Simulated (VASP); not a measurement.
A run of VASP 6.6.1:

The input INCAR:

```
SYSTEM = LiF
PREC     = Accurate       ! precision mode
ENCUT    = 520            ! plane-wave cutoff, eV
EDIFF    = 1E-6           ! SCF threshold, eV
ISMEAR   = 0              ! smearing method
SIGMA    = 0.02           ! smearing width, eV
LREAL    = .FALSE.        ! projectors in reciprocal space
LASPH    = .TRUE.         ! aspherical terms in the spheres
NELM     = 100            ! most SCF steps
ALGO     = Normal         ! electronic algorithm
ISIF     = 2              ! what is computed and relaxed
LWAVE    = .FALSE.        ! write WAVECAR
LCHARG   = .TRUE.         ! write CHGCAR
GGA      = PE             ! functional
LELF     = .TRUE.         ! ELF
LVHAR    = .TRUE.       
NBANDS   = 30             ! bands
```

File KPOINTS:

```
Automatic mesh
0
G
  4 4 8
  0 0 0
```

The input POSCAR:

```
LiF
1.0
    5.5843981471      0.0000000000      0.0000000000
    0.0000000000      5.5843981471      0.0000000000
    0.0000000000      0.0000000000      2.9346080016
Li F
4 4
Direct
    0.1015344207      0.3339169789      0.2457606014
    0.8984655793      0.6660830211      0.7457606014
    0.6660830211      0.1015344207      0.9957606014
    0.3339169789      0.8984655793      0.4957606014
    0.3267848078      0.1231954191      0.0042393986
    0.6732151922      0.8768045809      0.5042393986
    0.8768045809      0.3267848078      0.7542393986
    0.1231954191      0.6732151922      0.2542393986
```

Potentials or basis: VASP PAW PBE potentials, release 64 (Li_sv, F).

The run is started by

```bash
$ cat potpaw_PBE.64/Li_sv/POTCAR potpaw_PBE.64/F/POTCAR > POTCAR
$ mpirun -np 1 vasp_std > vasp.out
```

Hardware: 1 thread of Intel(R) Xeon(R) 6975P-C (Granite Rapids) (shared host).

Task: Estimate the wall time of this run.

Result: It took 35 s on 1 thread of Intel(R) Xeon(R) 6975P-C (Granite Rapids), on a shared host, peak memory 0.21 GiB. Counts: scf iterations 14, k points 30.
